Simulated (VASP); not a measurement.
Set up this calculation in VASP 6.6.1, as the native input.

```yaml
Task: single point
Functional: r2SCAN
Potentials_or_basis: VASP PAW PBE potentials, release 64 (Na_pv, F)
Cutoff: 520 eV
k_mesh: 8 × 8 × 8
Occupations: gaussian, width 0.01 eV
Spin: no spin polarisation
Dipole_correction: no
Further_INCAR_settings: ALGO = Normal; EDIFF = 1e-06; NBANDS = 14
```

Crystal: NaF.

```
Na F
1.0
     0.00000    2.31991    2.31991
     2.31991    0.00000    2.31991
     2.31991    2.31991    0.00000
Na F
1 1
Direct
  0.00000 0.00000 0.00000
  0.50000 0.50000 0.50000
```

This cell differs from its parent crystal: volume changed by +3%.

One way to write it, as run:

POSCAR

```
NaF
1.0
    0.0000000000      2.3199138019      2.3199138019
    2.3199138019      0.0000000000      2.3199138019
    2.3199138019      2.3199138019      0.0000000000
Na F
1 1
Direct
    0.0000000000      0.0000000000      0.0000000000
    0.5000000000      0.5000000000      0.5000000000
```

INCAR.step1

```
SYSTEM = NaF
PREC = Accurate
ENCUT = 520
ISMEAR = 0
SIGMA = 0.01
LREAL = .FALSE.
LASPH = .TRUE.
NELM = 100
NBANDS = 14
GGA = PE
ALGO = Normal
EDIFF = 1E-4
LWAVE = .TRUE.
LCHARG = .FALSE.
```

INCAR.step2

```
SYSTEM = NaF
PREC = Accurate
ENCUT = 520
EDIFF = 1E-6
ISMEAR = 0
SIGMA = 0.01
LREAL = .FALSE.
LASPH = .TRUE.
NELM = 100
ALGO = Normal
ISIF = 2
LWAVE = .FALSE.
LCHARG = .FALSE.
METAGGA = R2SCAN
LMIXTAU = .TRUE.
NBANDS = 14
ISTART = 1
```

KPOINTS

```
Automatic mesh
0
G
  8 8 8
  0 0 0
```

Potentials or basis: VASP PAW PBE potentials, release 64 (Na_pv, F).

Command:

```sh
$ cat potpaw_PBE.64/Na_pv/POTCAR potpaw_PBE.64/F/POTCAR > POTCAR
$ cp INCAR.step1 INCAR
$ mpirun -np 1 vasp_std > vasp.out
$ cp INCAR.step2 INCAR
$ mpirun -np 1 vasp_std > vasp.out
```

It gave:

```
Pressure               : -2.0 GPa
Band gap on the k mesh : 7.15 eV, direct
```

Caveat: the PAW data sets were made with another functional, which shifts forces and pressure a little.

Run time: 56 s on 1 thread of Intel Xeon 6975P-C, with other jobs on the host, peak memory 0.14 GiB.
